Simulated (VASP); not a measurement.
# SnO2: single point with PBE+D3(BJ)

The system is SnO2.

```
Sn O
1.0
     3.23783    0.00000    0.00000
    -1.61892    2.80405    0.00000
     0.00000    0.00000   10.41883
Sn O
2 4
Direct
  0.00000 0.00000 0.50000
  0.00000 0.00000 0.00000
  0.66667 0.33333 0.40179
  0.66667 0.33333 0.09821
  0.33333 0.66667 0.59821
  0.33333 0.66667 0.90179
```

| Property | Result |
| --- | --- |
| Program | VASP 6.6.1 |
| Task | single point |
| Functional | PBE |
| Dispersion | D3(BJ) |
| Potentials or basis | VASP PAW PBE potentials, release 64 (Sn_d, O) |
| Cutoff | 520 eV |
| k mesh | 12 × 12 × 4 |
| Occupations | gaussian, width 0.05 eV |
| Spin | no spin polarisation |
| Dipole correction | no |
| Further INCAR settings | ALGO = Normal; EDIFF = 1e-07; NBANDS = 35 |

```
Pressure                   : -2.7 GPa
Largest force              : 0.208 eV/Å
Band gap on the k mesh     : 1.91 eV (least direct gap 2.25 eV)
Dispersion energy per atom : -0.160 eV
```

Forces in eV/Å, atoms in the order of the input:
```
Sn   0.000  0.000  0.000
Sn   0.000  0.000  0.000
O    0.000  0.000  0.208
O    0.000  0.000 -0.208
O    0.000  0.000 -0.208
O    0.000  0.000  0.208
```

Stress tensor (GPa, compression positive):
```
-3.13  0.00  0.00
 0.00 -3.13  0.00
 0.00  0.00 -1.71
```

Levels at points of the mesh, in eV from the valence-band top:
| k point | band 23 | band 24 | band 25 | band 26 | band 27 | band 28 | band 29 | band 30 |
| --- | --- | --- | --- | --- | --- | --- | --- | --- |
| (0.00, 0.00, 0.00) | -0.96 | -0.92 | -0.92 | -0.34 | 1.91 | 2.77 | 5.26 | 5.70 |
| (0.50, 0.00, 0.00) | -0.64 | -0.59 | -0.58 | -0.08 | 4.92 | 5.09 | 6.77 | 7.47 |
| (0.00, 0.00, 0.50) | -0.94 | -0.94 | -0.76 | -0.76 | 2.36 | 2.36 | 5.49 | 5.49 |
| (0.50, 0.00, 0.50) | -0.61 | -0.61 | -0.30 | -0.30 | 5.01 | 5.01 | 7.10 | 7.10 |

Wall time 3.9 min on 1 thread of AMD EPYC 7R13, with other jobs on the host, peak memory 0.28 GiB.

Caveat: spin-orbit coupling is left out, which moves the levels of the heavy elements. A k mesh can miss the band edges.
